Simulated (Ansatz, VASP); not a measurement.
# One calculation of LiF, two programs

The input INCAR:

```
PREC     = Accurate       # precision mode
ENCUT    = 520            # plane-wave cutoff, eV
EDIFF    = 1E-7           # SCF threshold, eV
ISMEAR   = 0              # smearing method
SIGMA    = 0.05           # smearing width, eV
LREAL    = F              # projectors in reciprocal space
LASPH    = T              # aspherical terms in the spheres
NELM     = 60             # most SCF steps
ALGO     = Normal         # electronic algorithm
ISIF     = 2              # what is computed and relaxed
LWAVE    = F              # write WAVECAR
LCHARG   = T              # write CHGCAR
GGA      = PE             # functional
LELF     = T              # ELF
LVHAR    = T            
NBANDS   = 12             # bands
```

File KPOINTS:

```
regular mesh
0
Gamma
  10 10 10
```

Contents of POSCAR:

```
LiF
1.0
    2.7642956400      0.0000000000      0.0000000000
    0.0000000000      2.7642956400      0.0000000000
    0.0000000000      0.0000000000      2.4571516800
Li F
1 1
Direct
    0.0000000000      0.0000000000      0.0000000000
    0.5000000000      0.5000000000      0.5000000000
```

Input for Ansatz:

```yaml
crystal:
  lattice:
    - [2.76429564, 0.0, 0.0]
    - [0.0, 2.76429564, 0.0]
    - [0.0, 0.0, 2.45715168]
  atoms:
    - { symbol: Li, position: [0.0, 0.0, 0.0] }
    - { symbol: F, position: [0.5, 0.5, 0.5] }
basis:
  ecutwfc: 420
kpoints:
  mp_grid: { grid: [10, 10, 10] }
hamiltonian:
  xc: pbe
scf:
  occupations: { method: gaussian, width: 0.05 }
output:
  forces: true
  stress: true
  eigenvalues: true
```

Change from the starting cell: strain +0.080 along x and y, -0.040 along z, atoms carried along.

Alike in both runs: task single point; functional PBE; k mesh 10 × 10 × 10; occupations gaussian, width 0.05 eV; no spin polarisation.

|  | VASP | Ansatz |
| --- | --- | --- |
| version | VASP 6.6.1 | Ansatz 0.2.0 |
| potentials or method | VASP PAW PBE potentials, release 64 (Li_sv, F), cutoff 520 eV | scalar-relativistic, plane waves, PAW |
| valence electrons in the cell | 10 | 10 |

|  | VASP | Ansatz | Ansatz less VASP |
| --- | --- | --- | --- |
| gap on the k mesh at the Fermi level (eV) | 5.94 | 5.93 | -0.003 |
| least direct gap on the mesh (eV) | 6.27 | 6.27 | -0.005 |

Noted on VASP's run: the cutoff is short for stress, so the pressure is rough.
